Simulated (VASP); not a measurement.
# Tl3Cu in VASP: a series of runs, part 2 of 4

VASP 6.6.1.

## Step 3: Single point, PBE

This run uses another cell than the first one, of 18.43 Å³/atom.

The input, INCAR:

```
ALGO = Normal
EDIFF = 1E-7
ENCUT = 520
GGA = PE
ISIF = 2
ISMEAR = -1
LASPH = True
LCHARG = False
LREAL = False
LWAVE = False
NBANDS = 33
NELM = 80
PREC = Accurate
SIGMA = 0.05
```

The input, KPOINTS:

```
k-points
0
Gamma
  6 6 6
```

The input, POSCAR:

```
Tl3Cu
1.0
    4.1932713609      0.0000000000      0.0000000000
    0.0000000000      4.1932713609      0.0000000000
    0.0000000000      0.0000000000      4.1932713609
Tl Cu
3 1
Direct
    0.5000000000      0.5000000000      0.0000000000
    0.5000000000      0.0000000000      0.5000000000
    0.0000000000      0.5000000000      0.5000000000
    0.0000000000      0.0000000000      0.0000000000
```

Potentials or basis: VASP PAW PBE potentials, release 64 (Tl_d, Cu).

Started as:

```
cat potpaw_PBE.64/Tl_d/POTCAR potpaw_PBE.64/Cu/POTCAR > POTCAR
mpirun -np 1 vasp_std > vasp.out
```

OUTCAR:

```text
EDIFF = 1E-7
   ENCUT = 520
   GGA = PE
   ISIF = 2
   ISMEAR = -1
   LASPH = True
   LREAL = False
   NELM = 80
   PREC = Accurate

 ion  position               nearest neighbor table
   1  0.500  0.500  0.000-   2 2.97   3 2.97   4 2.97   2 2.97   3 2.97   2 2.97   4 2.97   2 2.97
                             3 2.97   4 2.97   3 2.97   4 2.97
   2  0.500  0.000  0.500-   1 2.97   3 2.97   4 2.97   1 2.97   4 2.97   1 2.97   3 2.97   1 2.97
                             3 2.97   4 2.97   4 2.97   3 2.97
   3  0.000  0.500  0.500-   1 2.97   2 2.97   4 2.97   1 2.97   4 2.97   2 2.97   4 2.97   4 2.97
                             1 2.97   2 2.97   1 2.97   2 2.97
   4  0.000  0.000  0.000-   1 2.97   2 2.97   3 2.97   2 2.97   3 2.97   1 2.97   3 2.97   3 2.97
                             1 2.97   2 2.97   2 2.97   1 2.97

  LATTYP: Found a simple cubic cell.
 ALAT       =     4.1932713609

  Lattice vectors:

 A1 = (   4.1932713609,   0.0000000000,   0.0000000000)
 A2 = (   0.0000000000,   4.1932713609,   0.0000000000)
 A3 = (   0.0000000000,   0.0000000000,   4.1932713609)

Analysis of symmetry for initial positions (statically):
=====================================================================
 Subroutine PRICEL returns:
 Original cell was already a primitive cell.

 Routine SETGRP: Setting up the symmetry group for a
 simple cubic supercell.

 Subroutine GETGRP returns: Found 48 space group operations
 (whereof 48 operations were pure point group operations)
 out of a pool of 48 trial point group operations.

The static configuration has the point symmetry O_h .

Analysis of symmetry for dynamics (positions and initial velocities):
=====================================================================
 Subroutine PRICEL returns:
 Original cell was already a primitive cell.

 Routine SETGRP: Setting up the symmetry group for a
 simple cubic supercell.

 Subroutine GETGRP returns: Found 48 space group operations
 (whereof 48 operations were pure point group operations)
 out of a pool of 48 trial point group operations.

The dynamic configuration has the point symmetry O_h .

 Subroutine INISYM returns: Found 48 space group operations
 (whereof 48 operations are pure point group operations),
 and found     1 'primitive' translations

----------------------------------------------------------------------------------------

                                     Primitive cell

  volume of cell :      73.7325

  direct lattice vectors                    reciprocal lattice vectors
     4.193271361  0.000000000  0.000000000     0.238477292  0.000000000  0.000000000
     0.000000000  4.193271361  0.000000000     0.000000000  0.238477292  0.000000000
     0.000000000  0.000000000  4.193271361     0.000000000  0.000000000  0.238477292

  length of vectors
     4.193271361  4.193271361  4.193271361     0.238477292  0.238477292  0.238477292

  position of ions in fractional coordinates (direct lattice)
     0.500000000  0.500000000  0.000000000
     0.500000000  0.000000000  0.500000000
     0.000000000  0.500000000  0.500000000
     0.000000000  0.000000000  0.000000000

  ion indices of the primitive-cell ions
   primitive index   ion index
                 1           1
                 2           2
                 3           3
[... 25 lines left out ...]

 Found     20 irreducible k-points:

 Following reciprocal coordinates:
            Coordinates               Weight
  0.000000  0.000000  0.000000      1.000000
  0.166667  0.000000  0.000000      6.000000
  0.333333  0.000000  0.000000      6.000000
  0.500000  0.000000  0.000000      3.000000
  0.166667  0.166667  0.000000     12.000000
  0.333333  0.166667  0.000000     24.000000
[... 12 lines left out ...]
  0.500000  0.500000  0.333333      6.000000
  0.500000  0.500000  0.500000      1.000000
   k-points           NKPTS =     20   k-points in BZ     NKDIM =     20   number of bands    NBANDS=     33
   number of dos      NEDOS =    301   number of ions     NIONS =      4
   total plane-waves  NPLWV =  32768
   dimension x,y,z NGX =    32 NGY =   32 NGZ =   32
   dimension x,y,z NGXF=    64 NGYF=   64 NGZF=   64
   ions per type =               3   1
   NGX,Y,Z   is equivalent  to a cutoff of  12.69, 12.69, 12.69 a.u.
   NGXF,Y,Z  is equivalent  to a cutoff of  25.37, 25.37, 25.37 a.u.
 SYSTEM =  unknown system
   PREC   = accura    normal or accurate (medium, high low for compatibility)
   ISTART =      0    job   : 0-new  1-cont  2-samecut
   ICHARG =      2    charge: 1-file 2-atom 10-const
   ISPIN  =      1    spin polarized calculation?
   LNONCOLLINEAR =      F non collinear calculations
   LSORBIT =      F    spin-orbit coupling
   LASPH  =      T    aspherical Exc in radial PAW
   ENCUT  =  520.0 eV  38.22 Ry    6.18 a.u.   7.80  7.80  7.80*2*pi/ulx,y,z
   NELM   =     80;   NELMIN=  2; NELMDL= -5     # of ELM steps
   EDIFF  = 0.1E-06   stopping-criterion for ELM
   LREAL  =      F    real-space projection
   EDIFFG = 0.1E-05   stopping-criterion for IOM
   NSW    =      0    number of steps for IOM
   IBRION =     -1    ionic relax: 0-MD 1-quasi-New 2-CG
   NFREE  =      0    steps in history (QN), initial steepest desc. (CG)
   ISIF   =      2    stress and relaxation
   ISYM   =      2    0-nonsym 1-usesym 2-fastsym
   POTIM  = 0.5000    time-step for ionic-motion
   TEBEG  =    0.0;   TEEND  =   0.0 temperature during run
   PSTRESS=    0.0 pullay stress
   NELECT =      50.0000    total number of electrons
   NUPDOWN=      -1.0000    fix difference up-down
   EMIN   =  10.00;   EMAX   =-10.00  energy-range for DOS
   EFERMI =   0.00;   METHOD = LEGACY
   ISMEAR =    -1;   SIGMA  =   0.05  broadening in eV -4-tet -1-fermi 0-gaus
   EFERMI_NEDOS =   21; number of points for ismear=-14 and -15
   IALGO  =     38    algorithm
   IMIX   =      4    mixing-type and parameters
     AMIX     =   0.40;   BMIX     =  1.00
     AMIX_MAG =   1.60;   BMIX_MAG =  1.00
  volume/ion in A,a.u.               =      18.43       124.39
  Fermi-wavevector in a.u.,A,eV,Ry     =   1.438286  2.717966 28.145911  2.068666
  Thomas-Fermi vector in A             =   2.557269
   LORBIT       =      0    0 simple, 1 ext, 2 COOP (PROOUT), +10 PAW based schemes
   GGA     = PE    functional components
   LHFCALC =     F    Hartree Fock is set to
   AEXX    =    0.0000 exact exchange contribution
   IVDW    =     0    specifies the selected vdW correction
   LEPSILON=     F    determine dielectric tensor
   LRPA    =     F    only Hartree local field effects (RPA)
 non-spin polarized calculation
  energy-cutoff  :      520.00
  volume of cell :       73.73
 maximum number of plane-waves:      2008
 NGX is ok and might be reduce to    32
   NGX = 15   NGY = 15   NGZ = 15

 number of electron      50.0000018 magnetization

 Free energy of the ion-electron system (eV)
  ---------------------------------------------------
  ext. energy  EPLUGINS =         0.00000000
  ---------------------------------------------------
  free energy    TOTEN  =        -7.26985924 eV

  energy without entropy =       -7.25521501  energy(sigma->0) =       -7.26253713

 E-fermi :  10.4011     XC(G=0): -12.0621

 val. band max:       10.3958393305   @ k =   0.5000   0.3333   0.1667
 cond. band min:      10.5687296359   @ k =   0.3333   0.1667   0.1667
 fundamental gap:      0.1728903054
 Fermi energy:        10.4010918977

 k-point     1 :       0.0000    0.0000    0.0000
  band No.  band energies     occupation
      1      -3.3221      2.00000
      2      -2.9041      2.00000
      3      -2.9041      2.00000
      4      -2.9041      2.00000
      5      -2.4381      2.00000
      6      -2.4381      2.00000
[... 709 lines left out ...]
     32      22.1437      0.00000
     33      22.1437      0.00000

------------------------ aborting loop because EDIFF is reached ----------------------------------------

  FORCE on cell =-STRESS in cart. coord.  units (eV):
  Direction    XX          YY          ZZ          XY          YZ          ZX
  --------------------------------------------------------------------------------------
  -------------------------------------------------------------------------------------
  Total       13.8061623     13.8061623     13.8061623      0.0000000     -0.0000000      0.0000000
  in kB      300.0023469    300.0023469    300.0023469      0.0000000     -0.0000000      0.0000000
  external PRESSURE =     300.0023469 kB  Pullay stress =       0.0000000 kB

 VOLUME and BASIS-vectors are now :
 -----------------------------------------------------------------------------
  energy-cutoff  :      520.00
  volume of cell :       73.73
      direct lattice vectors                 reciprocal lattice vectors
     4.193271361  0.000000000  0.000000000     0.238477292  0.000000000  0.000000000
     0.000000000  4.193271361  0.000000000     0.000000000  0.238477292  0.000000000
     0.000000000  0.000000000  4.193271361     0.000000000  0.000000000  0.238477292

 POSITION                                       TOTAL-FORCE (eV/Angst)
 -----------------------------------------------------------------------------------
      2.09664      2.09664      0.00000         0.000000      0.000000      0.000000
      2.09664      0.00000      2.09664         0.000000      0.000000      0.000000
      0.00000      2.09664      2.09664         0.000000      0.000000      0.000000
      0.00000      0.00000      0.00000         0.000000      0.000000      0.000000
 -----------------------------------------------------------------------------------
    total drift:                                0.000000     -0.000000     -0.000000

  FREE ENERGIE OF THE ION-ELECTRON SYSTEM (eV)
  ---------------------------------------------------
  free  energy   TOTEN  =        -7.2698592390 eV

  energy  without entropy=       -7.2552150139  energy(sigma->0) =       -7.26253713
```

Run time: 26 s. Hardware: 1 thread of Intel Xeon Platinum 8488C (Sapphire Rapids), shared host; peak memory 0.19 GiB.

What came out:

```yaml
Free_energy: -7.2699 eV
Pressure: 30.0 GPa
Band_gap_on_the_k_mesh: zero (bands 25 and 26 overlap by 4.69 eV)
```

Levels at points of the mesh, in eV from the Fermi level:
| k point | band 22 | band 23 | band 24 | band 25 | band 26 | band 27 | band 28 | band 29 |
| --- | --- | --- | --- | --- | --- | --- | --- | --- |
| (0.00, 0.00, 0.00) | -2.55 | -2.55 | -2.55 | -1.20 | -1.20 | 1.52 | 5.86 | 5.86 |
| (0.50, 0.00, 0.00) | -2.93 | -1.77 | 0.75 | 0.76 | 0.76 | 1.65 | 1.65 | 3.36 |
| (0.50, 0.50, 0.00) | -2.98 | -2.73 | -2.64 | 2.41 | 3.35 | 3.35 | 3.78 | 3.92 |
| (0.50, 0.50, 0.50) | -3.91 | -2.90 | -2.90 | -2.29 | -2.29 | -2.29 | -0.48 | 11.33 |

Caveat: the cell stands under pressure; spin-orbit coupling is left out, which moves the levels of the heavy elements.

## Step 4: Single point, PBE

This run uses another cell than the first one, of 19.73 Å³/atom.

The input, INCAR:

```
SYSTEM = Tl3Cu
ALGO = Normal
EDIFF = 1E-7
ENCUT = 520
GGA = PE
ISIF = 2
ISMEAR = -1
LASPH = .True.
LCHARG = .False.
LREAL = .False.
LWAVE = .False.
NBANDS = 33
NELM = 80
PREC = Accurate
SIGMA = 0.05
```

The input, KPOINTS:

```
k-points
0
Gamma
  6 6 6
  0 0 0
```

The input, POSCAR:

```
Tl3Cu
1.0
    4.2892101561      0.0000000000      0.0000000000
    0.0000000000      4.2892101561      0.0000000000
    0.0000000000      0.0000000000      4.2892101561
Tl Cu
3 1
Direct
    0.5000000000      0.5000000000      0.0000000000
    0.5000000000      0.0000000000      0.5000000000
    0.0000000000      0.5000000000      0.5000000000
    0.0000000000      0.0000000000      0.0000000000
```

Started as:

```
cat potpaw_PBE.64/Tl_d/POTCAR potpaw_PBE.64/Cu/POTCAR > POTCAR
mpirun -np 1 vasp_std > vasp.out
```

Run time: 25 s. Hardware: 1 thread of Intel Xeon Platinum 8488C (Sapphire Rapids), shared host; peak memory 0.19 GiB.

Results (log left out):

* Free energy: -8.0703 eV
* Pressure: 20.0 GPa
* Band gap on the k mesh: zero (bands 25 and 26 overlap by 4.41 eV)

Levels at points of the mesh, in eV from the Fermi level:
```tsv
k point	band 22	band 23	band 24	band 25	band 26	band 27	band 28	band 29
(0.00, 0.00, 0.00)	-2.24	-2.24	-2.24	-1.38	-1.38	1.33	5.69	5.69
(0.50, 0.00, 0.00)	-2.71	-2.01	0.60	0.79	0.79	1.66	1.66	3.27
(0.50, 0.50, 0.00)	-2.74	-2.54	-2.45	2.23	3.15	3.15	3.58	3.76
(0.50, 0.50, 0.50)	-3.50	-2.67	-2.67	-2.19	-2.19	-2.19	-0.53	11.11
```

Caveat: the cell stands under pressure; spin-orbit coupling is left out, which moves the levels of the heavy elements.

[end of part 2 of 4]

The gap in the log of VASP goes by the Fermi energy; the results here count the filled bands.